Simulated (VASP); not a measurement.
Write the native input for VASP 6.6.1 that does the following.

| Item | Value |
| --- | --- |
| Task | single point |
| Functional | PBE |
| Potentials or basis | VASP PAW PBE potentials, release 64 (Sc_sv, Ta_pv) |
| Cutoff | 520 eV |
| k mesh | 6 × 6 × 4 |
| Occupations | gaussian, width 0.1 eV |
| Spin | no spin polarisation |
| Dipole correction | no |
| Further INCAR settings | ALGO = Normal; EDIFF = 1e-06; NBANDS = 24 |

The structure of ScTa2 lies in POSCAR:

```
ScTa2
1.0
    4.8294858363      0.0000000000      0.0000000000
   -2.4147429181      4.1824574214      0.0000000000
    0.0000000000      0.0000000000      2.9551691785
Sc Ta
1 2
Direct
    0.0000000000      0.0000000000      0.0000000000
    0.6666666667      0.3333333333      0.5000000000
    0.3333333333      0.6666666667      0.5000000000
```

The input as run:

INCAR

```
SYSTEM = ScTa2
ALGO = Normal
EDIFF = 1E-6
ENCUT = 520
GGA = PE
ISIF = 2
ISMEAR = 0
LASPH = .TRUE.
LCHARG = .FALSE.
LREAL = .FALSE.
LWAVE = .FALSE.
NBANDS = 24
NELM = 60
PREC = Accurate
SIGMA = 0.1
```

KPOINTS

```
k-points
0
G
  6 6 4
  0 0 0
```

Potentials or basis: VASP PAW PBE potentials, release 64 (Sc_sv, Ta_pv).

Launch:

```bash
$ cat potpaw_PBE.64/Sc_sv/POTCAR potpaw_PBE.64/Ta_pv/POTCAR > POTCAR
$ mpirun -np 1 vasp_std > vasp.out
```

Results of the run:

| Item | Value |
| --- | --- |
| Pressure | 0.0 GPa |

Caveat: the k points lie up to 0.53 Å⁻¹ apart.

Run time: 30 s on 1 thread of AMD EPYC 7R43 64-Core Processor (Zen 3) (shared host), peak memory 0.15 GiB.
